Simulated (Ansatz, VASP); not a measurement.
Lu3Si in VASP and in Ansatz

```
CELL_PARAMETERS angstrom
4.51094 0.00000 0.00000
0.00000 4.51094 0.00000
0.00000 0.00000 4.51094
ATOMIC_POSITIONS crystal
Lu 0.50000 0.50000 0.00000
Lu 0.50000 0.00000 0.50000
Lu 0.00000 0.50000 0.50000
Si 0.00000 0.00000 0.00000
```

Alike in both runs: task single point; functional PBE; k mesh 6 × 6 × 6; occupations fermi-dirac, width 0.05 eV; no spin polarisation.

|  | VASP | Ansatz |
| --- | --- | --- |
| version | VASP 6.6.1 | Ansatz 0.2.0 |
| potentials or method | VASP PAW PBE potentials, release 64 (Lu, Si) | Ansatz PAW |
| plane-wave cutoff (eV) | 520 | 420 |
| valence electrons in the cell | 79 | 79 |

VASP gave:

* gap on the k mesh at the Fermi level (eV): none
* pressure (GPa): 0.6

Problem. Which values does Ansatz return?

Solution. gap on the k mesh at the Fermi level (eV): none; pressure (GPa): 0.4.

A gap of «none» marks a metal or a gap that the smearing closes.

Neither program's run includes spin-orbit coupling.
